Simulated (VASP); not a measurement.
# Si2Ni (Fm-3m) in VASP: a series of runs, part 2 of 2

VASP 6.6.1. Earlier steps stand in the parts before.

## (4) Relaxation of cell and atoms, PBEsol, target pressure 1 GPa, at which the enthalpy is minimised

INCAR

```
SYSTEM = Si2Ni
  PREC = Accurate
  ENCUT = 600
  EDIFF = 1E-6
  ISMEAR = -1
  SIGMA = 0.1
  LREAL = .FALSE.
  LASPH = .TRUE.
  NELM = 80
  ALGO = Normal
  ISIF = 3
  LWAVE = .FALSE.
  LCHARG = .FALSE.
  GGA = PS
  IBRION = 2
  NSW = 100
  EDIFFG = -0.002
  PSTRESS = 10.0
```

KPOINTS

```
regular mesh
0
G
  14 14 14
  0 0 0
```

POSCAR

```
Si2Ni
1.0
    0.0000000000      2.6954857304      2.6954857304
    2.6954857304      0.0000000000      2.6954857304
    2.6954857304      2.6954857304      0.0000000000
Si Ni
2 1
Direct
    0.2500000000      0.2500000000      0.2500000000
    0.7500000000      0.7500000000      0.7500000000
    0.0000000000      0.0000000000      0.0000000000
```

Potentials or basis: VASP PAW PBE potentials, release 64 (Si, Ni).

Launch:

```bash
$ cat potpaw_PBE.64/Si/POTCAR potpaw_PBE.64/Ni/POTCAR > POTCAR
$ mpirun -np 1 vasp_std > vasp.out
```

OUTCAR:

```text
SYSTEM = Si2Ni
   PREC = Accurate
   ENCUT = 600
   EDIFF = 1E-6
   ISMEAR = -1
   LREAL = .FALSE.
   LASPH = .TRUE.
   NELM = 80
   ISIF = 3
   GGA = PS
   IBRION = 2
   NSW = 100
   EDIFFG = -0.002
   PSTRESS = 10.0

 ion  position               nearest neighbor table
   1  0.250  0.250  0.250-   3 2.33   3 2.33   3 2.33   3 2.33   2 2.70   2 2.70   2 2.70   2 2.70
                             2 2.70   2 2.70
   2  0.750  0.750  0.750-   3 2.33   3 2.33   3 2.33   3 2.33   1 2.70   1 2.70   1 2.70   1 2.70
                             1 2.70   1 2.70
   3  0.000  0.000  0.000-   1 2.33   2 2.33   2 2.33   2 2.33   2 2.33   1 2.33   1 2.33   1 2.33

  LATTYP: Found a face centered cubic cell.
 ALAT       =     5.3909714608

  Lattice vectors:

 A1 = (   0.0000000000,   2.6954857304,   2.6954857304)
 A2 = (   2.6954857304,   0.0000000000,   2.6954857304)
 A3 = (   2.6954857304,   2.6954857304,   0.0000000000)

Analysis of symmetry for initial positions (statically):
=====================================================================
 Subroutine PRICEL returns:
 Original cell was already a primitive cell.

 Routine SETGRP: Setting up the symmetry group for a
 face centered cubic supercell.

 Subroutine GETGRP returns: Found 48 space group operations
 (whereof 48 operations were pure point group operations)
 out of a pool of 48 trial point group operations.

The static configuration has the point symmetry O_h .

Analysis of symmetry for dynamics (positions and initial velocities):
=====================================================================
 Subroutine PRICEL returns:
 Original cell was already a primitive cell.

 Routine SETGRP: Setting up the symmetry group for a
 face centered cubic supercell.

 Subroutine GETGRP returns: Found 48 space group operations
 (whereof 48 operations were pure point group operations)
 out of a pool of 48 trial point group operations.

The dynamic configuration has the point symmetry O_h .

 Subroutine INISYM returns: Found 48 space group operations
 (whereof 48 operations are pure point group operations),
 and found     1 'primitive' translations

----------------------------------------------------------------------------------------

                                     Primitive cell

  volume of cell :      39.1689

  direct lattice vectors                    reciprocal lattice vectors
     0.000000000  2.695485730  2.695485730    -0.185495324  0.185495324  0.185495324
     2.695485730  0.000000000  2.695485730     0.185495324 -0.185495324  0.185495324
     2.695485730  2.695485730  0.000000000     0.185495324  0.185495324 -0.185495324

  length of vectors
     3.811992477  3.811992477  3.811992477     0.321287326  0.321287326  0.321287326

  position of ions in fractional coordinates (direct lattice)
     0.250000000  0.250000000  0.250000000
     0.750000000  0.750000000  0.750000000
     0.000000000  0.000000000  0.000000000

  ion indices of the primitive-cell ions
   primitive index   ion index
                 1           1
                 2           2
                 3           3

----------------------------------------------------------------------------------------

 KPOINTS: regular mesh
[... 57 lines left out ...]
   NGXF,Y,Z  is equivalent  to a cutoff of  26.17, 26.17, 26.17 a.u.
 SYSTEM =  Si2Ni
   PREC   = accura    normal or accurate (medium, high low for compatibility)
   ISTART =      0    job   : 0-new  1-cont  2-samecut
   ICHARG =      2    charge: 1-file 2-atom 10-const
   ISPIN  =      1    spin polarized calculation?
   LNONCOLLINEAR =      F non collinear calculations
   LSORBIT =      F    spin-orbit coupling
   LASPH  =      T    aspherical Exc in radial PAW
   ENCUT  =  600.0 eV  44.10 Ry    6.64 a.u.   7.61  7.61  7.61*2*pi/ulx,y,z
   NELM   =     80;   NELMIN=  2; NELMDL= -5     # of ELM steps
   EDIFF  = 0.1E-05   stopping-criterion for ELM
   LREAL  =      F    real-space projection
   EDIFFG = -.2E-02   stopping-criterion for IOM
   NSW    =    100    number of steps for IOM
   IBRION =      2    ionic relax: 0-MD 1-quasi-New 2-CG
   NFREE  =      1    steps in history (QN), initial steepest desc. (CG)
   ISIF   =      3    stress and relaxation
   ISYM   =      2    0-nonsym 1-usesym 2-fastsym
   POTIM  = 0.5000    time-step for ionic-motion
   TEBEG  =    0.0;   TEEND  =   0.0 temperature during run
   PSTRESS=   10.0 pullay stress
   NELECT =      18.0000    total number of electrons
   NUPDOWN=      -1.0000    fix difference up-down
   EMIN   =  10.00;   EMAX   =-10.00  energy-range for DOS
   EFERMI =   0.00;   METHOD = LEGACY
   ISMEAR =    -1;   SIGMA  =   0.10  broadening in eV -4-tet -1-fermi 0-gaus
   EFERMI_NEDOS =   21; number of points for ismear=-14 and -15
   IALGO  =     38    algorithm
   IMIX   =      4    mixing-type and parameters
     AMIX     =   0.40;   BMIX     =  1.00
     AMIX_MAG =   1.60;   BMIX_MAG =  1.00
  volume/ion in A,a.u.               =      13.06        88.11
  Fermi-wavevector in a.u.,A,eV,Ry     =   1.263335  2.387358 21.715117  1.596016
  Thomas-Fermi vector in A             =   2.396697
   LORBIT       =      0    0 simple, 1 ext, 2 COOP (PROOUT), +10 PAW based schemes
   GGA     = PS    functional components
   LHFCALC =     F    Hartree Fock is set to
   AEXX    =    0.0000 exact exchange contribution
   IVDW    =     0    specifies the selected vdW correction
   LEPSILON=     F    determine dielectric tensor
   LRPA    =     F    only Hartree local field effects (RPA)
 conjugate gradient relaxation of ions
 non-spin polarized calculation
  energy-cutoff  :      600.00
  volume of cell :       39.17
 maximum number of plane-waves:      1326
   NGX = 15   NGY = 15   NGZ = 15

--------------------------------------- Ionic step        1  -------------------------------------------

 number of electron      17.9999991 magnetization

 Free energy of the ion-electron system (eV)
  ---------------------------------------------------
  ext. energy  EPLUGINS =         0.00000000
  ---------------------------------------------------
  free energy    TOTEN  =       -18.99577667 eV

  energy without entropy =      -18.96719964  energy(sigma->0) =      -18.98148815

------------------------ aborting loop because EDIFF is reached ----------------------------------------

  FORCE on cell =-STRESS in cart. coord.  units (eV):
  Direction    XX          YY          ZZ          XY          YZ          ZX
  --------------------------------------------------------------------------------------
  -------------------------------------------------------------------------------------
  Total       -0.0072649     -0.0072649     -0.0072649      0.0000000      0.0000000     -0.0000000
  in kB       -0.2971675     -0.2971675     -0.2971675      0.0000000      0.0000000     -0.0000000
  external PRESSURE =     -10.2971675 kB  Pullay stress =      10.0000000 kB
[... 65 lines left out ...]
--------------------------------------- Ionic step        3  -------------------------------------------

 number of electron      17.9999992 magnetization

 Free energy of the ion-electron system (eV)
  ---------------------------------------------------
  ext. energy  EPLUGINS =         0.00000000
  ---------------------------------------------------
  free energy    TOTEN  =       -18.99504661 eV

  energy without entropy =      -18.96643636  energy(sigma->0) =      -18.98074149

 E-fermi :  10.5812     XC(G=0): -11.7620

 val. band max:       10.5513843469   @ k =   0.4286   0.2857   0.0000
 cond. band min:      10.6327119740   @ k =  -0.2143   0.1429   0.0000
 fundamental gap:      0.0813276271
 Fermi energy:        10.5812132731

 k-point     1 :       0.0000    0.0000    0.0000
  band No.  band energies     occupation
      1      -3.4185      2.00000
      2       5.2592      2.00000
      3       5.2592      2.00000
      4       5.2592      2.00000
      5       6.9687      2.00000
      6       6.9687      2.00000
      7      10.4079      1.69951
      8      12.2990      0.00000
      9      12.2990      0.00000
     10      12.2990      0.00000
     11      12.7976      0.00000
     12      12.7976      0.00000
     13      12.7976      0.00000
[... 354 lines left out ...]
  band No.  band energies     occupation
      1      -2.3097      2.00000
      2       3.7504      2.00000
      3       5.4243      2.00000
      4       5.4656      2.00000
      5       6.4314      2.00000
      6       7.1025      2.00000
      7       8.0768      2.00000
      8       9.2125      2.00000
      9       9.8010      1.99918
     10      10.9938      0.03178
     11      13.5078      0.00000
     12      14.2040      0.00000
     13      14.6944      0.00000

 [... further k-points ...]

------------------------ aborting loop because EDIFF is reached ----------------------------------------

  FORCE on cell =-STRESS in cart. coord.  units (eV):
  Direction    XX          YY          ZZ          XY          YZ          ZX
  --------------------------------------------------------------------------------------
  -------------------------------------------------------------------------------------
  Total        0.2439179      0.2439179      0.2439179      0.0000000      0.0000000     -0.0000000
  in kB       10.0323243     10.0323243     10.0323243      0.0000000      0.0000000     -0.0000000
  external PRESSURE =       0.0323243 kB  Pullay stress =      10.0000000 kB
[... 22 lines left out ...]
  energy  without entropy=      -18.9664363635  energy(sigma->0) =      -18.98074149

  enthalpy is  TOTEN    =       -18.7519146675 eV   P V=        0.2431319473

 reached required accuracy - stopping structural energy minimisation
```

Wall time 2.8 min (1 thread of Intel Xeon Platinum 8375C at 2.90GHz (Ice Lake), shared host); peak memory 0.22 GiB.

Results:

```yaml
Free_energy: -18.9950 eV
Relaxed_volume: 12.98 Å³/atom
Relaxed_cell: a = 3.805 Å, b = 3.805 Å, c = 3.805 Å, α = 60.00°, β = 60.00°, γ = 60.00°
Space_group_after_relaxing_to_0.1_Å: Fm-3m (No. 225)
Energy_change_on_relaxing_the_run_minimises_the_enthalpy: +0.2 meV/atom
Ionic_steps: 3
Pressure_after_relaxing: 1.0 GPa
Band_gap_on_the_k_mesh: zero (bands 9 and 10 overlap by 2.13 eV)
```

The path:
| step | energy change (eV) | largest force (eV/Å) | pressure (GPa) | volume (Å³) |
| --- | --- | --- | --- | --- |
| 1 | 0.0000 | 0.0000 | -0.03 | 39.17 |
| 2 | 0.0032 | 0.0000 | 2.14 | 38.70 |
| 3 | 0.0007 | 0.0000 | 1.00 | 38.95 |

Final structure:
```
CELL_PARAMETERS angstrom
0.00000 2.69055 2.69055
2.69055 0.00000 2.69055
2.69055 2.69055 0.00000
ATOMIC_POSITIONS crystal
Si 0.25000 0.25000 0.25000
Si 0.75000 0.75000 0.75000
Ni 0.00000 0.00000 0.00000
```

Caveat: the cell is relaxed towards a set pressure, so the run minimises the enthalpy, not the energy; the PAW data sets were made with another functional, which shifts forces and pressure a little.

## (5) Relaxation of cell and atoms, PBEsol, target pressure 2 GPa, at which the enthalpy is minimised

INCAR

```
PREC = Accurate
ENCUT = 600
EDIFF = 1E-7
ISMEAR = -1
SIGMA = 0.1
LREAL = F
LASPH = T
NELM = 60
ALGO = Normal
ISIF = 3
LWAVE = F
LCHARG = F
GGA = PS
IBRION = 2
NSW = 100
EDIFFG = -0.002
PSTRESS = 20.0
```

KPOINTS

```
regular mesh
0
Gamma
  14 14 14
```

POSCAR is that of step 4.

Launch:

```bash
$ cat potpaw_PBE.64/Si/POTCAR potpaw_PBE.64/Ni/POTCAR > POTCAR
$ mpirun -np 1 vasp_std > vasp.out
```

It took 3 min on 1 thread of Intel Xeon Platinum 8375C at 2.90GHz (Ice Lake), shared host; peak memory 0.22 GiB.

It converged, with:

```yaml
Free_energy: -18.9928 eV
Relaxed_volume: 12.91 Å³/atom
Relaxed_cell: a = 3.797 Å, b = 3.797 Å, c = 3.797 Å, α = 60.00°, β = 60.00°, γ = 60.00°
Space_group_after_relaxing_to_0.1_Å: Fm-3m (No. 225)
Energy_change_on_relaxing_the_run_minimises_the_enthalpy: +1.0 meV/atom
Ionic_steps: 3
Pressure_after_relaxing: 2.0 GPa
Band_gap_on_the_k_mesh: zero (bands 9 and 10 overlap by 2.13 eV)
```

The path:
| step | energy change (eV) | largest force (eV/Å) | pressure (GPa) | volume (Å³) |
| --- | --- | --- | --- | --- |
| 1 | 0.0000 | 0.0000 | 0.11 | 39.17 |
| 2 | 0.0105 | 0.0000 | 3.83 | 38.30 |
| 3 | 0.0029 | 0.0000 | 2.00 | 38.72 |

Final structure:
```
CELL_PARAMETERS angstrom
0.00000 2.68505 2.68505
2.68505 0.00000 2.68505
2.68505 2.68505 0.00000
ATOMIC_POSITIONS crystal
Si 0.25000 0.25000 0.25000
Si 0.75000 0.75000 0.75000
Ni 0.00000 0.00000 0.00000
```

Levels at points of the mesh, in eV from the Fermi level:
| k point | band 5 | band 6 | band 7 | band 8 | band 9 | band 10 | band 11 | band 12 | band 13 |
| --- | --- | --- | --- | --- | --- | --- | --- | --- | --- |
| (0.00, 0.00, 0.00) | -3.65 | -3.65 | -0.13 | 1.72 | 1.72 | 1.72 | 2.20 | 2.20 | 2.20 |
| (0.50, 0.00, 0.00) | -3.86 | -3.47 | -3.47 | -1.51 | -1.51 | 1.76 | 1.80 | 1.80 | 2.71 |
| (0.50, 0.50, 0.00) | -4.64 | -3.75 | -3.75 | -3.58 | -3.23 | -0.41 | 1.28 | 7.73 | 8.45 |

Caveat: the cell is relaxed towards a set pressure, so the run minimises the enthalpy, not the energy; the PAW data sets were made with another functional, which shifts forces and pressure a little. Spin polarisation is off, so any magnetic state and its effect on volume and gap are missing.

## (6) Relaxation of cell and atoms, PBEsol, target pressure 4 GPa, at which the enthalpy is minimised

INCAR

```
SYSTEM = Si2Ni
  ALGO = Normal
  EDIFF = 1E-6
  EDIFFG = -0.002
  ENCUT = 600
  GGA = PS
  IBRION = 2
  ISIF = 3
  ISMEAR = -1
  LASPH = .TRUE.
  LCHARG = .FALSE.
  LREAL = .FALSE.
  LWAVE = .FALSE.
  NELM = 80
  NSW = 100
  PREC = Accurate
  PSTRESS = 40.0
  SIGMA = 0.1
```

KPOINTS

```
k-points
0
G
  14 14 14
  0 0 0
```

POSCAR is that of step 5.

Potentials or basis: VASP PAW PBE potentials, release 64 (Si, Ni).

Launch:

```bash
$ cat potpaw_PBE.64/Si/POTCAR potpaw_PBE.64/Ni/POTCAR > POTCAR
$ mpirun -np 1 vasp_std > vasp.out
```

Wall time 4 min (1 thread of Intel Xeon Platinum 8375C at 2.90GHz (Ice Lake), shared host); peak memory 0.22 GiB.

The run converged. Its results:

```
Free energy                                                : -18.9845 eV
Relaxed volume                                             : 12.76 Å³/atom
Relaxed cell                                               : a = 3.783 Å, b = 3.783 Å, c = 3.783 Å, α = 60.00°, β = 60.00°, γ = 60.00°
Space group after relaxing (to 0.1 Å)                      : Fm-3m (No. 225)
Energy change on relaxing (the run minimises the enthalpy) : +3.7 meV/atom
Ionic steps                                                : 5
Pressure after relaxing                                    : 4.0 GPa
Band gap on the k mesh                                     : zero (bands 9 and 10 overlap by 2.13 eV)
```

Step by step:
```csv
step,energy change (eV),largest force (eV/Å),pressure (GPa),volume (Å³)
1,0.0000,0.0000,-0.03,39.17
2,0.0474,0.0000,8.70,37.34
3,0.0113,0.0000,3.97,38.27
4,0.0117,0.0000,4.05,38.25
5,0.0112,0.0000,4.01,38.27
```

Final structure:
```yaml
crystal:
  lattice:
    - [0.00000, 2.67470, 2.67470]
    - [2.67470, 0.00000, 2.67470]
    - [2.67470, 2.67470, 0.00000]
  atoms:
    - { symbol: Si, position: [0.25000, 0.25000, 0.25000] }
    - { symbol: Si, position: [0.75000, 0.75000, 0.75000] }
    - { symbol: Ni, position: [0.00000, 0.00000, 0.00000] }
```

Levels at points of the mesh, in eV from the Fermi level:
```
           k point  band 6  band 7  band 8  band 9  band 10  band 11  band 12  band 13
(0.00, 0.00, 0.00)   -3.73   -0.05    1.72    1.72     1.72     2.17     2.17     2.17
(0.50, 0.00, 0.00)   -3.54   -3.54   -1.55   -1.55     1.76     1.79     1.79     2.77
(0.50, 0.50, 0.00)   -3.83   -3.83   -3.65   -3.30    -0.41     1.25     7.71     8.54
```

Caveat: the cell is relaxed towards a set pressure, so the run minimises the enthalpy, not the energy; the PAW data sets were made with another functional, which shifts forces and pressure a little.

## (7) Relaxation of cell and atoms, PBEsol, target pressure 7 GPa, at which the enthalpy is minimised

INCAR

```
ALGO = Normal
EDIFF = 1E-6
EDIFFG = -0.002
ENCUT = 600
GGA = PS
IBRION = 2
ISIF = 3
ISMEAR = -1
LASPH = T
LCHARG = F
LREAL = F
LWAVE = F
NELM = 60
NSW = 100
PREC = Accurate
PSTRESS = 70.0
SIGMA = 0.1
```

KPOINTS

```
k-points
0
Gamma
  14 14 14
```

POSCAR is that of step 6.

Launch:

```bash
$ cat potpaw_PBE.64/Si/POTCAR potpaw_PBE.64/Ni/POTCAR > POTCAR
$ mpirun -np 1 vasp_std > vasp.out
```

Run time: 3.8 min. Hardware: 1 thread of Intel Xeon Platinum 8375C at 2.90GHz (Ice Lake), shared host; peak memory 0.22 GiB.

It converged, with:

| Property | Result |
| --- | --- |
| Free energy | -18.9631 eV |
| Relaxed volume | 12.55 Å³/atom |
| Relaxed cell | a = 3.762 Å, b = 3.762 Å, c = 3.762 Å, α = 60.00°, β = 60.00°, γ = 60.00° |
| Space group after relaxing (to 0.1 Å) | Fm-3m (No. 225) |
| Energy change on relaxing (the run minimises the enthalpy) | +10.9 meV/atom |
| Ionic steps | 5 |
| Pressure after relaxing | 7.0 GPa |
| Band gap on the k mesh | zero (bands 9 and 10 overlap by 2.13 eV) |

Step by step:
```
step  energy change (eV)  largest force (eV/Å)  pressure (GPa)  volume (Å³)
   1              0.0000                0.0000           -0.03        39.17
   2              0.1488                0.0000           16.38        36.01
   3              0.0323                0.0000            6.89        37.65
   4              0.0336                0.0000            7.06        37.62
   5              0.0327                0.0000            7.02        37.64
```

Final structure:
```
Si Ni
1.0
     0.00000    2.65995    2.65995
     2.65995    0.00000    2.65995
     2.65995    2.65995    0.00000
Si Ni
2 1
Cartesian
  1.3300 1.3300 1.3300
  3.9899 3.9899 3.9899
  2.6600 0.0000 2.6600
```

Levels at points of the mesh, in eV from the Fermi level:
```csv
k point,band 5,band 6,band 7,band 8,band 9,band 10,band 11,band 12,band 13
"(0.00, 0.00, 0.00)",-3.85,-3.85,0.07,1.73,1.73,1.73,2.12,2.12,2.12
"(0.50, 0.00, 0.00)",-4.03,-3.65,-3.65,-1.61,-1.61,1.77,1.78,1.78,2.85
"(0.50, 0.50, 0.00)",-4.81,-3.94,-3.94,-3.76,-3.41,-0.40,1.19,7.69,8.66
```

Caveat: the cell is relaxed towards a set pressure, so the run minimises the enthalpy, not the energy; the PAW data sets were made with another functional, which shifts forces and pressure a little. Spin polarisation is off, so any magnetic state and its effect on volume and gap are missing.

## (8) Overview

| task | cell | cutoff (eV) | gap on the mesh (eV) | pressure (GPa) |
| --- | --- | --- | --- | --- |
| single point | a = 3.812 Å, angles 60.0°, 3 atoms | 520 | none | 0.1 |
| single point | a = 3.804 Å, angles 60.0°, 3 atoms | 520 | none | 1.1 |
| relaxation of cell and atoms | relaxed to 1 GPa from a = 3.812 Å, angles 60.0°, 3 atoms | 600 | none | 1.0 |
| relaxation of cell and atoms | relaxed to 2 GPa from a = 3.812 Å, angles 60.0°, 3 atoms | 600 | none | 2.0 |
| relaxation of cell and atoms | relaxed to 4 GPa from a = 3.812 Å, angles 60.0°, 3 atoms | 600 | none | 4.0 |
| relaxation of cell and atoms | relaxed to 7 GPa from a = 3.812 Å, angles 60.0°, 3 atoms | 600 | none | 7.0 |

Alike in all rows: level PBEsol; potentials or basis VASP PAW PBE potentials, release 64 (Si, Ni); no spin polarisation; k mesh 14 × 14 × 14; smearing fermi-dirac 0.1 eV.

Caveats: the PAW data sets were made with another functional, which shifts forces and pressure a little; the cell is relaxed towards a set pressure, so the run minimises the enthalpy, not the energy (at least some runs).

Total energies depend on the potentials used, so only differences within one code and one set of settings carry meaning.
